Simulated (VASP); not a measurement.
Set up this calculation in VASP 6.6.1, as the native input.

```
Task                   : single point
Functional             : r2SCAN
Potentials or basis    : VASP PAW PBE potentials, release 64 (Cd, S)
Cutoff                 : 520 eV
k mesh                 : 8 × 8 × 8
Occupations            : gaussian, width 0.05 eV
Spin                   : no spin polarisation
Dipole correction      : no
Further INCAR settings : ALGO = Normal; EDIFF = 1e-06; NBANDS = 16
```

The system is CdS.

```xyz
2
Lattice="0.0218 2.9100 2.9100 2.9318 0.0000 2.9318 2.9100 2.9100 0.0218" Properties=species:S:1:pos:R:3 pbc="T T T"
Cd    0.0000    0.0000    0.0000
S     4.3977    4.3650    4.3977
```

This cell differs from its parent crystal: strain +0.0150 x Voigt [0, 0, 0, 0, 1, 0].

One way to write it, as run:

POSCAR

```
CdS
1.0
    0.0218250000      2.9100000000      2.9100000000
    2.9318250000      0.0000000000      2.9318250000
    2.9100000000      2.9100000000      0.0218250000
Cd S
1 1
Direct
    0.0000000000      0.0000000000      0.0000000000
    0.7500000000      0.7500000000      0.7500000000
```

INCAR.step1

```
SYSTEM = CdS
  ALGO = Normal
  EDIFF = 1E-4
  ENCUT = 520
  GGA = PE
  ISMEAR = 0
  LASPH = .True.
  LCHARG = .False.
  LREAL = .False.
  LWAVE = .True.
  NBANDS = 16
  NELM = 80
  PREC = Accurate
  SIGMA = 0.05
```

INCAR.step2

```
SYSTEM = CdS
  ALGO = Normal
  EDIFF = 1E-6
  ENCUT = 520
  ISIF = 2
  ISMEAR = 0
  ISTART = 1
  LASPH = .True.
  LCHARG = .True.
  LELF = .True.
  LMIXTAU = .True.
  LREAL = .False.
  LVHAR = .True.
  LWAVE = .False.
  METAGGA = R2SCAN
  NBANDS = 16
  NELM = 80
  PREC = Accurate
  SIGMA = 0.05
```

KPOINTS

```
k-points
0
Gamma
  8 8 8
  0 0 0
```

Potentials or basis: VASP PAW PBE potentials, release 64 (Cd, S).

Launch:

```sh
$ cat potpaw_PBE.64/Cd/POTCAR potpaw_PBE.64/S/POTCAR > POTCAR
$ cp INCAR.step1 INCAR
$ mpirun -np 1 vasp_std > vasp.out
$ cp INCAR.step2 INCAR
$ mpirun -np 1 vasp_std > vasp.out
```

It gave:

```
Pressure               : 2.3 GPa
Largest force          : 0.114 eV/Å
Band gap on the k mesh : 1.58 eV
```

Caveat: the cell differs from its parent crystal (strain +0.0150 x Voigt [0, 0, 0, 0, 1, 0]); the PAW data sets were made with another functional, which shifts forces and pressure a little.

Run time: 4.4 min on 1 thread of Intel Xeon 8259CL, on a shared host, peak memory 0.23 GiB.
